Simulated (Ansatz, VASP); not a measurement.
# Hf in VASP and in Ansatz

INCAR

```
SYSTEM = Hf
ALGO = Normal
EDIFF = 1E-7
ENCUT = 520
GGA = CA
ISIF = 2
ISMEAR = -1
LASPH = .TRUE.
LCHARG = .FALSE.
LREAL = .FALSE.
LWAVE = .FALSE.
NBANDS = 11
NELM = 80
PREC = Accurate
SIGMA = 0.05
```

Contents of KPOINTS:

```
k-points
0
G
  10 10 10
  0 0 0
```

Contents of POSCAR:

```
Hf
1.0
    0.0000000000      2.1746811613      2.1746811613
    2.1746811613      0.0000000000      2.1746811613
    2.1746811613      2.1746811613      0.0000000000
Hf
1
Direct
    0.0000000000      0.0000000000      0.0000000000
```

Contents of input.yaml:

```yaml
crystal:
  lattice:
    - [0.0, 2.1746811613, 2.1746811613]
    - [2.1746811613, 0.0, 2.1746811613]
    - [2.1746811613, 2.1746811613, 0.0]
  atoms:
    - { symbol: Hf, position: [0.0, 0.0, 0.0] }
kpoints:
  mp_grid: { grid: [10, 10, 10] }
scf:
  occupations: { method: fermi_dirac, width: 0.05 }
hamiltonian:
  xc: lda
  pseudopotentials: { kind: all_electron, lapw: { basis_error: 0.001 } }
output:
  forces: true
  stress: true
  eigenvalues: true
```

Change from the starting cell: volume scaled by 0.94.

Alike in both runs: task single point; functional LDA; k mesh 10 × 10 × 10; occupations fermi-dirac, width 0.05 eV; no spin polarisation.

```csv
,VASP,Ansatz
version,VASP 6.6.1,Ansatz 0.2.0
potentials or method,"VASP PAW LDA potentials, release 64 (Hf_pv), cutoff 520 eV","all-electron LAPW, scalar-relativistic"
```

```tsv
	VASP	Ansatz	Ansatz less VASP
gap on the k mesh at the Fermi level (eV)	none	none	-
pressure (GPa)	1.2	1.2	-0.03
```

LDA's correlation is that of Perdew and Zunger in VASP and of Perdew and Wang (1992) in Ansatz. A gap of «none» marks a metal or a gap that the smearing closes. Ansatz ran all-electron here, and VASP with PAW potentials.

Neither program's run includes spin-orbit coupling.
